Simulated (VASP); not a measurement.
# Co4F (Pm-3m) in VASP: further runs, part 2 of 2

VASP 6.6.1. The steps go on from the part before.

## Step 4: Relaxation of cell and atoms, PBE, collinear spin, ferromagnetic start

INCAR reads:

```
SYSTEM = Co4F
PREC     = Accurate       ! precision mode
ENCUT    = 600            ! plane-wave cutoff, eV
EDIFF    = 1E-6           ! SCF threshold, eV
ISMEAR   = 0              ! smearing method
SIGMA    = 0.1            ! smearing width, eV
LREAL    = .False.        ! projectors in reciprocal space
LASPH    = .True.         ! aspherical terms in the spheres
NELM     = 150            ! most SCF steps
ALGO     = Normal         ! electronic algorithm
ISIF     = 3              ! what is computed and relaxed
LWAVE    = .False.        ! write WAVECAR
LCHARG   = .False.        ! write CHGCAR
ISPIN    = 2              ! spin polarisation
MAGMOM   = 3 3 3 3 0      ! initial moments
LORBIT   = 11             ! projections on sites
LMAXMIX  = 4              ! l up to which the mixer works
GGA      = PE             ! functional
IBRION   = 2              ! ionic algorithm
NSW      = 90             ! ionic steps
EDIFFG   = -0.04          ! ionic threshold
```

KPOINTS reads:

```
Automatic mesh
0
Gamma
  4 4 4
  0 0 0
```

POSCAR reads:

```
Co4F
1.0
    3.8877679800      0.0000000000      0.0000000000
    0.0000000000      3.8877679800      0.0000000000
    0.0000000000      0.0000000000      3.8877679800
Co F
4 1
Direct
    0.5000000000      0.0000000000      0.0000000000
    0.0000000000      0.5000000000      0.0000000000
    0.0000000000      0.0000000000      0.5000000000
    0.5000000000      0.5000000000      0.5000000000
    0.0000000000      0.0000000000      0.0000000000
```

Potentials or basis: VASP PAW PBE potentials, release 64 (Co, F).

Run with:

```bash
cat potpaw_PBE.64/Co/POTCAR potpaw_PBE.64/F/POTCAR > POTCAR
mpirun -np 1 vasp_std > vasp.out
```

OUTCAR:

```text
SYSTEM = Co4F
   PREC = Accurate
   ENCUT = 600
   EDIFF = 1E-6
   ISMEAR = 0
   LREAL = .False.
   LASPH = .True.
   NELM = 150
   ISIF = 3
   ISPIN = 2
   LORBIT = 11
   GGA = PE
   IBRION = 2
   NSW = 90
   EDIFFG = -0.04

 ion  position               nearest neighbor table
   1  0.500  0.000  0.000-   5 1.94   5 1.94   4 2.75   2 2.75   3 2.75   4 2.75   2 2.75   4 2.75
                             4 2.75   2 2.75   3 2.75   3 2.75   3 2.75   2 2.75
   2  0.000  0.500  0.000-   5 1.94   5 1.94   4 2.75   1 2.75   3 2.75   4 2.75   1 2.75   3 2.75
                             3 2.75   3 2.75   1 2.75   4 2.75   4 2.75   1 2.75
   3  0.000  0.000  0.500-   5 1.94   5 1.94   4 2.75   1 2.75   1 2.75   2 2.75   2 2.75   2 2.75
                             4 2.75   2 2.75   1 2.75   4 2.75   1 2.75   4 2.75
   4  0.500  0.500  0.500-   1 2.75   2 2.75   3 2.75   1 2.75   2 2.75   1 2.75   3 2.75   1 2.75
                             2 2.75   3 2.75   2 2.75   3 2.75
   5  0.000  0.000  0.000-   1 1.94   2 1.94   3 1.94   3 1.94   2 1.94   1 1.94

  LATTYP: Found a simple cubic cell.
 ALAT       =     3.8877679800
[... 293 lines left out ...]
      5       1.0251      1.00000
      6       3.6216      1.00000
[... 329 lines left out ...]
     30      12.8185      0.00000
     31      12.8185      0.00000
 Fermi energy:         7.9242893911

 spin component 2

 k-point     1 :       0.0000    0.0000    0.0000
  band No.  band energies     occupation
      1     -20.0974      1.00000
      2      -1.5427      1.00000
      3      -1.5427      1.00000
      4      -1.5427      1.00000
      5       1.1768      1.00000
      6       5.1963      1.00000
[... 361 lines left out ...]
  FREE ENERGIE OF THE ION-ELECTRON SYSTEM (eV)
  ---------------------------------------------------
  free  energy   TOTEN  =       -27.3716110417 eV

  energy  without entropy=      -27.3335411310  energy(sigma->0) =      -27.35257609

 reached required accuracy - stopping structural energy minimisation

 total charge

# of ion       s       p       d       tot
------------------------------------------
    1        0.351   0.341   7.265   7.956
    2        0.351   0.341   7.265   7.956
    3        0.351   0.341   7.265   7.956
    4        0.397   0.305   7.132   7.834
    5        1.758   4.399   0.000   6.157
--------------------------------------------------
tot          3.208   5.726  28.926  37.860

 magnetization (x)

# of ion       s       p       d       tot
------------------------------------------
    1        0.002  -0.017   2.010   1.995
    2        0.002  -0.017   2.010   1.995
    3        0.002  -0.017   2.010   1.995
    4        0.020  -0.038   1.987   1.969
    5        0.031   0.110   0.000   0.141
--------------------------------------------------
tot          0.056   0.021   8.016   8.094
```

OSZICAR:

```text
N       E                     dE             d eps       ncg     rms          rms(c)
DAV:   1     0.347556664475E+03    0.34756E+03   -0.20997E+04  1240   0.197E+03
[... 37 lines left out ...]
DAV:   4    -0.273743370843E+02    0.14133E+00   -0.41110E-01  1391   0.104E+01    0.101E+00
DAV:   5    -0.273734674117E+02    0.86967E-03   -0.18251E-02  1290   0.138E+00    0.329E-01
DAV:   6    -0.273719356958E+02    0.15317E-02   -0.17575E-03  1595   0.500E-01    0.190E-01
DAV:   7    -0.273716136653E+02    0.32203E-03   -0.31323E-04  1552   0.201E-01    0.707E-02
DAV:   8    -0.273716110704E+02    0.25948E-05   -0.69168E-05  1336   0.121E-01    0.357E-02
DAV:   9    -0.273716109089E+02    0.16151E-06   -0.12941E-05  1438   0.466E-02    0.200E-02
DAV:  10    -0.273716110417E+02   -0.13276E-06   -0.52668E-06  1164   0.321E-02
   3 F= -.27371611E+02 E0= -.27352576E+02  d E =-.392632E-01  mag=     7.9062
```

CONTCAR:

```text
Co4F
   1.00000000000000
     3.9400822848868562    0.0000000000000000    0.0000000000000000
    -0.0000000000000000    3.9400822848868562   -0.0000000000000000
     0.0000000000000000   -0.0000000000000000    3.9400822848868562
  Co              F
     4     1
Direct
     0.5000000000000000    0.0000000000000000    0.0000000000000000
     0.0000000000000000    0.5000000000000000    0.0000000000000000
     0.0000000000000000    0.0000000000000000    0.5000000000000000
     0.5000000000000000    0.5000000000000000    0.5000000000000000
     0.0000000000000000    0.0000000000000000    0.0000000000000000

  0.00000000E+00  0.00000000E+00  0.00000000E+00
  0.00000000E+00  0.00000000E+00  0.00000000E+00
  0.00000000E+00  0.00000000E+00  0.00000000E+00
  0.00000000E+00  0.00000000E+00  0.00000000E+00
  0.00000000E+00  0.00000000E+00  0.00000000E+00
```

It took 89 s on 1 thread of Intel Xeon 6975P-C (Granite Rapids), shared host; peak memory 0.21 GiB.

What came out:

| Quantity | Value |
| --- | --- |
| Free energy | -27.3716 eV |
| Relaxed volume | 12.23 Å³/atom |
| Relaxed cell | a = 3.940 Å, b = 3.940 Å, c = 3.940 Å, α = 90.00°, β = 90.00°, γ = 90.00° |
| Space group after relaxing (to 0.1 Å) | Pm-3m (No. 221) |
| Energy gained by relaxing | 7.9 meV/atom |
| Ionic steps | 3 |
| Pressure after relaxing | 0.1 GPa |
| Net moment | 7.91 μB per cell |
| Site moments | Co +2.00, +1.97 (each value once); F +0.14 μB |
| Valence electrons inside the program's atomic spheres | Co 7.96, 7.83 (each value once); F 6.16 |

The path:
| step | energy change (eV) | largest force (eV/Å) | pressure (GPa) | volume (Å³) |
| --- | --- | --- | --- | --- |
| 1 | 0.0000 | 0.0000 | 5.44 | 58.76 |
| 2 | -0.0325 | 0.0000 | -1.98 | 62.22 |
| 3 | -0.0393 | 0.0000 | 0.11 | 61.17 |

Final structure:
```cif
data_structure
_symmetry_space_group_name_H-M 'P 1'
_symmetry_Int_Tables_number 1
_cell_length_a 3.9401
_cell_length_b 3.9401
_cell_length_c 3.9401
_cell_angle_alpha 90.000
_cell_angle_beta 90.000
_cell_angle_gamma 90.000
_cell_volume 61.17
loop_
_atom_site_label
_atom_site_type_symbol
_atom_site_fract_x
_atom_site_fract_y
_atom_site_fract_z
_atom_site_occupancy
Co1 Co 0.50000 0.00000 0.00000 1
Co2 Co 0.00000 0.50000 0.00000 1
Co3 Co 0.00000 0.00000 0.50000 1
Co4 Co 0.50000 0.50000 0.50000 1
F1 F 0.00000 0.00000 0.00000 1
```

Caveat: the k points lie up to 0.40 Å⁻¹ apart in the final cell. With open d or f shells a metallic result of PBE can be an artefact of self-interaction; +U or a hybrid may open a gap.

## Step 5: Single point, PBE, collinear spin, ferromagnetic start

This run uses another cell than the first one, of 12.19 Å³/atom.

INCAR reads:

```
SYSTEM = Co4F
  PREC = Accurate
  ENCUT = 520
  EDIFF = 1E-6
  ISMEAR = 0
  SIGMA = 0.1
  LREAL = .False.
  LASPH = .True.
  NELM = 150
  ALGO = Normal
  ISIF = 2
  LWAVE = .False.
  LCHARG = .False.
  ISPIN = 2
  MAGMOM = 2.13 2.13 2.13 2.13 0.17
  LORBIT = 11
  LMAXMIX = 4
  GGA = PE
  NBANDS = 34
```

KPOINTS reads:

```
regular mesh
0
Gamma
  10 10 10
  0 0 0
```

Changes to POSCAR since step 4:

```diff
@@ -2,5 +2,5 @@
 1.0
-    3.8877679800      0.0000000000      0.0000000000
-    0.0000000000      3.8877679800      0.0000000000
-    0.0000000000      0.0000000000      3.8877679800
+    3.9354752767      0.0000000000      0.0000000000
+    0.0000000000      3.9354752767      0.0000000000
+    0.0000000000      0.0000000000      3.9354752767
 Co F
```

Potentials or basis: VASP PAW PBE potentials, release 64 (Co, F).

Run with:

```bash
cat potpaw_PBE.64/Co/POTCAR potpaw_PBE.64/F/POTCAR > POTCAR
mpirun -np 1 vasp_std > vasp.out
```

OUTCAR:

```text
SYSTEM = Co4F
   PREC = Accurate
   ENCUT = 520
   EDIFF = 1E-6
   ISMEAR = 0
   LREAL = .False.
   LASPH = .True.
   NELM = 150
   ISIF = 2
   ISPIN = 2
   LORBIT = 11
   GGA = PE

 ion  position               nearest neighbor table
   1  0.500  0.000  0.000-   5 1.97   5 1.97   4 2.78   2 2.78   3 2.78   4 2.78   2 2.78   4 2.78
                             4 2.78   2 2.78   3 2.78   3 2.78   3 2.78   2 2.78
   2  0.000  0.500  0.000-   5 1.97   5 1.97   4 2.78   1 2.78   3 2.78   4 2.78   1 2.78   3 2.78
                             3 2.78   3 2.78   1 2.78   4 2.78   4 2.78   1 2.78
   3  0.000  0.000  0.500-   5 1.97   5 1.97   4 2.78   1 2.78   1 2.78   2 2.78   2 2.78   2 2.78
                             4 2.78   2 2.78   1 2.78   4 2.78   1 2.78   4 2.78
   4  0.500  0.500  0.500-   1 2.78   2 2.78   3 2.78   1 2.78   2 2.78   1 2.78   3 2.78   1 2.78
                             2 2.78   3 2.78   2 2.78   3 2.78
   5  0.000  0.000  0.000-   1 1.97   2 1.97   3 1.97   3 1.97   2 1.97   1 1.97

  LATTYP: Found a simple cubic cell.
 ALAT       =     3.9354752767

  Lattice vectors:

 A1 = (   3.9354752767,   0.0000000000,   0.0000000000)
 A2 = (   0.0000000000,   3.9354752767,   0.0000000000)
 A3 = (   0.0000000000,   0.0000000000,   3.9354752767)

Analysis of symmetry for initial positions (statically):
=====================================================================
 Subroutine PRICEL returns:
 Original cell was already a primitive cell.
[... 1944 lines left out ...]
  external PRESSURE =       0.2533642 kB  Pullay stress =       0.0000000 kB

 VOLUME and BASIS-vectors are now :
 -----------------------------------------------------------------------------
  energy-cutoff  :      520.00
  volume of cell :       60.95
      direct lattice vectors                 reciprocal lattice vectors
     3.935475277  0.000000000  0.000000000     0.254098916  0.000000000  0.000000000
     0.000000000  3.935475277  0.000000000     0.000000000  0.254098916  0.000000000
     0.000000000  0.000000000  3.935475277     0.000000000  0.000000000  0.254098916

 POSITION                                       TOTAL-FORCE (eV/Angst)
 -----------------------------------------------------------------------------------
      1.96774      0.00000      0.00000         0.000000      0.000000      0.000000
      0.00000      1.96774      0.00000         0.000000      0.000000      0.000000
      0.00000      0.00000      1.96774         0.000000      0.000000      0.000000
      1.96774      1.96774      1.96774         0.000000      0.000000      0.000000
      0.00000      0.00000      0.00000         0.000000      0.000000      0.000000
 -----------------------------------------------------------------------------------
    total drift:                                0.000000     -0.000000      0.000000

  FREE ENERGIE OF THE ION-ELECTRON SYSTEM (eV)
  ---------------------------------------------------
  free  energy   TOTEN  =       -27.3298167193 eV

  energy  without entropy=      -27.2941916728  energy(sigma->0) =      -27.31200420

 total charge

# of ion       s       p       d       tot
------------------------------------------
    1        0.349   0.339   7.278   7.966
    2        0.349   0.339   7.278   7.966
    3        0.349   0.339   7.278   7.966
    4        0.394   0.302   7.147   7.843
    5        1.760   4.399   0.000   6.159
--------------------------------------------------
tot          3.203   5.718  28.981  37.902

 magnetization (x)

# of ion       s       p       d       tot
------------------------------------------
    1       -0.002  -0.021   1.955   1.932
    2       -0.002  -0.021   1.955   1.932
    3       -0.002  -0.021   1.955   1.932
    4        0.015  -0.043   1.931   1.903
    5        0.028   0.107   0.000   0.135
--------------------------------------------------
tot          0.036   0.000   7.797   7.834
```

OSZICAR:

```text
N       E                     dE             d eps       ncg     rms          rms(c)
DAV:   1     0.327518170976E+03    0.32752E+03   -0.18578E+04  7616   0.159E+03
DAV:   2     0.124462398678E+01   -0.32627E+03   -0.30095E+03  7692   0.332E+02
DAV:   3    -0.295264109134E+02   -0.30771E+02   -0.28426E+02  8100   0.121E+02
[... 10 lines left out ...]
DAV:  14    -0.273300364668E+02    0.35818E-03   -0.22617E-03  9300   0.558E-01    0.280E-01
DAV:  15    -0.273297839745E+02    0.25249E-03   -0.80584E-04 10230   0.405E-01    0.757E-02
DAV:  16    -0.273298171927E+02   -0.33218E-04   -0.15446E-04  8508   0.129E-01    0.411E-02
DAV:  17    -0.273298186170E+02   -0.14243E-05   -0.18728E-05 10760   0.436E-02    0.309E-02
DAV:  18    -0.273298171438E+02    0.14732E-05   -0.40272E-06  5626   0.199E-02    0.154E-02
DAV:  19    -0.273298167193E+02    0.42451E-06   -0.18502E-06  4566   0.107E-02
   1 F= -.27329817E+02 E0= -.27312004E+02  d E =-.356250E-01  mag=     7.6149
```

stdout:

```text
POSCAR found type information on POSCAR CoF
 POSCAR found :  2 types and       5 ions
 scaLAPACK will be used
 LDA part: xc-table for (Slater+PW92), standard interpolation
 POSCAR, INCAR and KPOINTS ok, starting setup
 FFT: planning ... GRIDC
 FFT: planning ... GRID_SOFT
 FFT: planning ... GRID
 WAVECAR not read
 entering main loop
```

It took 2.6 min on 1 thread of Intel Xeon 6975P-C (Granite Rapids), shared host; peak memory 0.29 GiB.

What came out:

```
Free energy                                           : -27.3298 eV
Pressure                                              : 0.0 GPa
Net moment                                            : 7.61 μB per cell
Site moments                                          : Co +1.93, +1.90 (each value once); F +0.14 μB
Valence electrons inside the program's atomic spheres : Co 7.97, 7.84 (each value once); F 6.16
```

Levels at points of the mesh, in eV from the Fermi level:
Spin up:
```tsv
k point	band 23	band 24	band 25	band 26	band 27	band 28
(0.00, 0.00, 0.00)	-1.15	-1.15	-1.15	2.93	2.93	2.93
(0.50, 0.00, 0.00)	-1.67	-1.38	-1.15	-0.50	5.42	5.42
(0.50, 0.50, 0.00)	-1.39	-1.39	-0.22	0.90	0.90	1.81
(0.50, 0.50, 0.50)	-1.11	-1.11	-0.66	-0.66	-0.66	3.39
```
Spin down:
| k point | band 14 | band 15 | band 16 | band 17 | band 18 | band 19 | band 20 | band 21 | band 22 | band 23 |
| --- | --- | --- | --- | --- | --- | --- | --- | --- | --- | --- |
| (0.00, 0.00, 0.00) | 0.07 | 0.07 | 0.28 | 0.28 | 0.28 | 0.44 | 0.63 | 0.63 | 0.63 | 0.74 |
| (0.50, 0.00, 0.00) | -0.53 | -0.46 | -0.46 | -0.31 | -0.31 | 0.01 | 0.06 | 0.27 | 0.28 | 0.49 |
| (0.50, 0.50, 0.00) | -1.05 | -0.76 | -0.48 | -0.26 | -0.26 | -0.20 | -0.11 | 0.02 | 0.43 | 0.67 |
| (0.50, 0.50, 0.50) | -0.78 | -0.74 | -0.74 | -0.07 | -0.07 | -0.07 | 0.46 | 0.46 | 0.46 | 0.70 |

With open d or f shells a metallic result of PBE can be an artefact of self-interaction; +U or a hybrid may open a gap.

## Step 6: The runs side by side

```tsv
task	cell	k mesh	cutoff (eV)	gap on the mesh (eV)	pressure (GPa)	moment (μB)
single point	a = 3.888 Å, 5 atoms	4 × 4 × 4	520	none	5.6	7.91
single point	a = 3.936 Å, 5 atoms	4 × 4 × 4	520	none	0.5	7.91
relaxation of cell and atoms	relaxed from a = 3.888 Å, 5 atoms	4 × 4 × 4	600	none	0.1	7.91
single point	a = 3.935 Å, 5 atoms	10 × 10 × 10	520	none	0.0	7.61
```

Alike in all rows: level PBE; potentials or basis VASP PAW PBE potentials, release 64 (Co, F); spin collinear, ferromagnetic start; smearing gaussian 0.1 eV.

Caveats: some runs use coarse meshes.

Absolute energies hang on the potentials; compare differences alone.
